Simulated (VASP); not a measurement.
# Mn3Si (Fm-3m) in VASP: further runs, part 2 of 2

VASP 6.6.1.

**4. Single point, LDA, collinear spin, ferromagnetic start (10.07 Å³/atom)**

This run uses another cell than the first one, of 10.07 Å³/atom.

Input file INCAR:

```
SYSTEM = Mn3Si
  PREC = Accurate
  ENCUT = 520
  EDIFF = 1E-6
  ISMEAR = -1
  SIGMA = 0.05
  LREAL = .False.
  LASPH = .True.
  NELM = 150
  ALGO = Normal
  ISIF = 2
  LWAVE = .False.
  LCHARG = .False.
  ISPIN = 2
  MAGMOM = 4 4 4 0
  LORBIT = 11
  LMAXMIX = 4
  GGA = CA
  NBANDS = 34
```

Input file KPOINTS:

```
Automatic mesh
0
Gamma
  10 10 10
  0 0 0
```

Input file POSCAR:

```
Mn3Si
1.0
    0.0000000000      2.7207209967      2.7207209967
    2.7207209967      0.0000000000      2.7207209967
    2.7207209967      2.7207209967      0.0000000000
Mn Si
3 1
Direct
    0.5000000000      0.5000000000      0.5000000000
    0.2500000000      0.2500000000      0.2500000000
    0.7500000000      0.7500000000      0.7500000000
    0.0000000000      0.0000000000      0.0000000000
```

Potentials or basis: VASP PAW LDA potentials, release 64 (Mn_pv, Si).

On the command line:

```bash
$ cat potpaw_LDA.64/Mn_pv/POTCAR potpaw_LDA.64/Si/POTCAR > POTCAR
$ mpirun -np 1 vasp_std > vasp.out
```

OUTCAR:

```text
SYSTEM = Mn3Si
   PREC = Accurate
   ENCUT = 520
   EDIFF = 1E-6
   ISMEAR = -1
   LREAL = .False.
   LASPH = .True.
   NELM = 150
   ISIF = 2
   ISPIN = 2
   LORBIT = 11
   GGA = CA

 ion  position               nearest neighbor table
   1  0.500  0.500  0.500-   2 2.36   2 2.36   2 2.36   2 2.36   3 2.36   3 2.36   3 2.36   3 2.36
                             4 2.72   4 2.72   4 2.72   4 2.72   4 2.72   4 2.72
   2  0.250  0.250  0.250-   4 2.36   4 2.36   4 2.36   1 2.36   4 2.36   1 2.36   1 2.36   1 2.36
                             3 2.72   3 2.72   3 2.72   3 2.72   3 2.72   3 2.72
   3  0.750  0.750  0.750-   1 2.36   1 2.36   1 2.36   1 2.36   4 2.36   4 2.36   4 2.36   4 2.36
                             2 2.72   2 2.72   2 2.72   2 2.72   2 2.72   2 2.72
   4  0.000  0.000  0.000-   3 2.36   3 2.36   3 2.36   2 2.36   3 2.36   2 2.36   2 2.36   2 2.36
                             1 2.72   1 2.72   1 2.72   1 2.72   1 2.72   1 2.72

  LATTYP: Found a face centered cubic cell.
 ALAT       =     5.4414419934

  Lattice vectors:

 A1 = (   0.0000000000,   2.7207209967,   2.7207209967)
 A2 = (   2.7207209967,   0.0000000000,   2.7207209967)
 A3 = (   2.7207209967,   2.7207209967,   0.0000000000)

Analysis of symmetry for initial positions (statically):
=====================================================================
 Subroutine PRICEL returns:
 Original cell was already a primitive cell.

 Routine SETGRP: Setting up the symmetry group for a
 face centered cubic supercell.

 Subroutine GETGRP returns: Found 48 space group operations
 (whereof 48 operations were pure point group operations)
 out of a pool of 48 trial point group operations.

The static configuration has the point symmetry O_h .

Analysis of symmetry for dynamics (positions and initial velocities):
=====================================================================
 Subroutine PRICEL returns:
 Original cell was already a primitive cell.

 Routine SETGRP: Setting up the symmetry group for a
 face centered cubic supercell.

 Subroutine GETGRP returns: Found 48 space group operations
 (whereof 48 operations were pure point group operations)
 out of a pool of 48 trial point group operations.

The dynamic configuration has the point symmetry O_h .
[... 173 lines left out ...]

 spin component 1

 k-point     1 :       0.0000    0.0000    0.0000
  band No.  band energies     occupation
      1     -36.3568      1.00000
      2     -36.3568      1.00000
      3     -36.3568      1.00000
      4     -35.1950      1.00000
      5     -35.1950      1.00000
      6     -35.1950      1.00000
[... 853 lines left out ...]
     32      22.2152      0.00000
     33      24.4478      0.00000

 [... further k-points ...]

 spin component 2

 k-point     1 :       0.0000    0.0000    0.0000
  band No.  band energies     occupation
      1     -35.2325      1.00000
      2     -35.2325      1.00000
      3     -35.2325      1.00000
      4     -35.2052      1.00000
      5     -35.2052      1.00000
      6     -35.2052      1.00000
[... 853 lines left out ...]
     32      22.3101      0.00000
     33      24.5919      0.00000

 [... further k-points ...]

 [bands above 33 left out]

------------------------ aborting loop because EDIFF is reached ----------------------------------------

  FORCE on cell =-STRESS in cart. coord.  units (eV):
  Direction    XX          YY          ZZ          XY          YZ          ZX
  --------------------------------------------------------------------------------------
  -------------------------------------------------------------------------------------
  Total        2.0320829      2.0320829      2.0320829      0.0000000      0.0000000      0.0000000
  in kB       80.8295183     80.8295183     80.8295183      0.0000000      0.0000000      0.0000000
  external PRESSURE =      80.8295183 kB  Pullay stress =       0.0000000 kB

 VOLUME and BASIS-vectors are now :
 -----------------------------------------------------------------------------
  energy-cutoff  :      520.00
  volume of cell :       40.28
      direct lattice vectors                 reciprocal lattice vectors
     0.000000000  2.720720997  2.720720997    -0.183774816  0.183774816  0.183774816
     2.720720997  0.000000000  2.720720997     0.183774816 -0.183774816  0.183774816
     2.720720997  2.720720997  0.000000000     0.183774816  0.183774816 -0.183774816

 POSITION                                       TOTAL-FORCE (eV/Angst)
 -----------------------------------------------------------------------------------
      2.72072      2.72072      2.72072         0.000000      0.000000      0.000000
      1.36036      1.36036      1.36036         0.000000      0.000000      0.000000
      4.08108      4.08108      4.08108        -0.000000     -0.000000     -0.000000
      0.00000      0.00000      0.00000         0.000000      0.000000      0.000000
 -----------------------------------------------------------------------------------
    total drift:                                0.000000     -0.000000      0.000000

  FREE ENERGIE OF THE ION-ELECTRON SYSTEM (eV)
  ---------------------------------------------------
  free  energy   TOTEN  =       -37.6863584460 eV

  energy  without entropy=      -37.6448853350  energy(sigma->0) =      -37.66562189

 total charge

# of ion       s       p       d       tot
------------------------------------------
    1        0.430   6.453   5.221  12.104
    2        0.387   6.446   5.394  12.227
    3        0.387   6.446   5.394  12.227
    4        0.739   0.984   0.000   1.723
--------------------------------------------------
tot          1.943  20.328  16.010  38.281

 magnetization (x)

# of ion       s       p       d       tot
------------------------------------------
    1        0.007   0.011   1.402   1.420
    2       -0.001  -0.006  -0.018  -0.025
    3       -0.001  -0.006  -0.018  -0.025
    4        0.014   0.002   0.000   0.016
--------------------------------------------------
tot          0.018   0.002   1.365   1.386
```

It took 2 min on 1 thread of Intel Xeon 6975P-C (Granite Rapids), shared host; peak memory 0.22 GiB.

What came out:

- Free energy: -37.6864 eV
- Pressure: 8.1 GPa
- Net moment: 1.42 μB per cell
- Site moments: Mn +1.42, -0.03 (each value once); Si +0.02 μB
- Valence electrons inside the program's atomic spheres: Mn 12.10, 12.23 (each value once); Si 1.72

Levels at points of the mesh, in eV from the Fermi level:
Spin up:
| k point | band 20 | band 21 | band 22 | band 23 | band 24 | band 25 |
| --- | --- | --- | --- | --- | --- | --- |
| (0.00, 0.00, 0.00) | 0.19 | 0.45 | 0.45 | 0.45 | 1.26 | 1.26 |
| (0.50, 0.00, 0.00) | -1.01 | -0.89 | 0.07 | 0.07 | 0.59 | 0.59 |
| (0.50, 0.50, 0.00) | -0.48 | -0.48 | -0.41 | 0.29 | 0.44 | 0.89 |
Spin down:
| k point | band 17 | band 18 | band 19 | band 20 | band 21 | band 22 | band 23 | band 24 | band 25 | band 26 |
| --- | --- | --- | --- | --- | --- | --- | --- | --- | --- | --- |
| (0.00, 0.00, 0.00) | -2.00 | -2.00 | 0.48 | 0.48 | 0.48 | 1.26 | 1.26 | 1.27 | 1.27 | 5.23 |
| (0.50, 0.00, 0.00) | -2.00 | -2.00 | -1.01 | -1.01 | -0.88 | 0.95 | 0.95 | 1.17 | 1.17 | 1.46 |
| (0.50, 0.50, 0.00) | -2.36 | -2.30 | -0.66 | -0.44 | -0.44 | 0.42 | 0.80 | 1.06 | 1.20 | 1.37 |

Caveat: the cell stands under pressure.

**5. Single point, LDA, collinear spin, ferromagnetic start (10.77 Å³/atom)**

This run uses another cell than the first one, of 10.77 Å³/atom.

Input file INCAR:

```
SYSTEM = Mn3Si
PREC = Accurate ; ENCUT = 520
EDIFF = 1E-6 ; ISMEAR = -1
SIGMA = 0.05 ; LREAL = .FALSE.
LASPH = .TRUE. ; NELM = 150
ALGO = Normal ; ISIF = 2
LWAVE = .FALSE. ; LCHARG = .TRUE.
ISPIN = 2 ; MAGMOM = 4 4 4 0
LORBIT = 11 ; LMAXMIX = 4
GGA = CA ; LELF = .TRUE.
LVHAR = .TRUE. ; NBANDS = 34
```

Input file KPOINTS:

```
Automatic mesh
0
G
  10 10 10
  0 0 0
```

Input file POSCAR:

```
Mn3Si
1.0
    0.0000000000      2.7825766318      2.7825766318
    2.7825766318      0.0000000000      2.7825766318
    2.7825766318      2.7825766318      0.0000000000
Mn Si
3 1
Direct
    0.5000000000      0.5000000000      0.5000000000
    0.2500000000      0.2500000000      0.2500000000
    0.7500000000      0.7500000000      0.7500000000
    0.0000000000      0.0000000000      0.0000000000
```

On the command line:

```bash
$ cat potpaw_LDA.64/Mn_pv/POTCAR potpaw_LDA.64/Si/POTCAR > POTCAR
$ mpirun -np 1 vasp_std > vasp.out
```

Run time: 91 s. Hardware: 1 thread of Intel Xeon 6975P-C (Granite Rapids), shared host; peak memory 0.23 GiB.

The run converged. Its results:

| Property | Result |
| --- | --- |
| Free energy | -37.6606 eV |
| Pressure | -9.8 GPa |
| Net moment | 1.35 μB per cell |
| Site moments | Mn +1.78, -0.24 (each value once); Si +0.02 μB |
| Valence electrons inside the program's atomic spheres | Mn 11.97, 12.08 (each value once); Si 1.67 |

Levels at points of the mesh, in eV from the Fermi level:
Spin up:
| k point | band 18 | band 19 | band 20 | band 21 | band 22 | band 23 | band 24 | band 25 | band 26 | band 27 |
| --- | --- | --- | --- | --- | --- | --- | --- | --- | --- | --- |
| (0.00, 0.00, 0.00) | -2.55 | 0.12 | 0.12 | 0.53 | 0.53 | 0.53 | 1.24 | 1.24 | 4.34 | 5.12 |
| (0.50, 0.00, 0.00) | -1.80 | -0.80 | -0.80 | -0.74 | -0.01 | -0.01 | 0.58 | 0.58 | 0.88 | 4.91 |
| (0.50, 0.50, 0.00) | -1.99 | -1.96 | -0.54 | -0.37 | -0.37 | 0.26 | 0.53 | 0.86 | 0.86 | 1.18 |
Spin down:
| k point | band 19 | band 20 | band 21 | band 22 | band 23 | band 24 |
| --- | --- | --- | --- | --- | --- | --- |
| (0.00, 0.00, 0.00) | 0.39 | 0.39 | 0.39 | 1.09 | 1.09 | 1.38 |
| (0.50, 0.00, 0.00) | -0.97 | -0.97 | -0.88 | 0.93 | 0.93 | 1.29 |
| (0.50, 0.50, 0.00) | -0.48 | -0.48 | -0.28 | 0.30 | 0.83 | 1.03 |

Caveat: the cell stands under tension.

**6. The runs side by side**

| cell | gap on the mesh (eV) | pressure (GPa) | moment (μB) |
| --- | --- | --- | --- |
| a = 3.660 Å, angles 60.0°, 4 atoms | none | 72.7 | 0.23 |
| a = 3.756 Å, angles 60.0°, 4 atoms | none | 34.7 | 1.20 |
| a = 3.848 Å, angles 60.0°, 4 atoms | none | 8.1 | 1.42 |
| a = 3.935 Å, angles 60.0°, 4 atoms | none | -9.8 | 1.35 |

Alike in all rows: task single point; level LDA; potentials or basis VASP PAW LDA potentials, release 64 (Mn_pv, Si); spin collinear, ferromagnetic start; k mesh 10 × 10 × 10; cutoff (eV) 520; smearing fermi-dirac 0.05 eV.

Caveats: the cell stands under pressure (at least some runs); the cell stands under tension (at least some runs).

Total energies depend on the potentials used, so only differences within one code and one set of settings carry meaning.
